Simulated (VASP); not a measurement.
# Nb: single point with PBE+D4

The system is Nb.

```
CELL_PARAMETERS angstrom
0.00000 1.70874 1.70874
1.70874 0.00000 1.70874
1.70874 1.70874 0.00000
ATOMIC_POSITIONS crystal
Nb 0.00000 0.00000 0.00000
```

```
Program             : VASP 6.6.1
Task                : single point
Functional          : PBE
Dispersion          : D4
Potentials or basis : VASP PAW PBE potentials, release 64 (Nb_sv)
Cutoff              : 520 eV
k mesh              : 16 × 16 × 16
Occupations         : fermi-dirac, width 0.05 eV
Spin                : no spin polarisation
```

| Property | Result |
| --- | --- |
| Pressure | 294.8 GPa |
| Dispersion energy per atom | -0.583 eV |

Levels at points of the mesh, in eV from the Fermi level:
```
           k point  band 2  band 3  band 4  band 5  band 6  band 7  band 8  band 9  band 10  band 11
(0.00, 0.00, 0.00)  -28.02  -28.02  -28.02   -5.54   -1.16   -1.16   -1.16    4.70     4.70    11.50
(0.50, 0.00, 0.00)  -34.81  -28.85  -28.85   -6.75   -1.72   -1.72    6.06    9.36     9.36    12.64
(0.50, 0.50, 0.00)  -34.25  -30.43  -30.43   -9.09   -8.17    9.43   10.84   10.84    11.13    18.00
```

Wall time 15 s on 1 thread of Intel Xeon 6975P-C, on a shared host, peak memory 0.13 GiB.

Caveat: pairwise dispersion overbinds metals, which lowers pressure and volume.
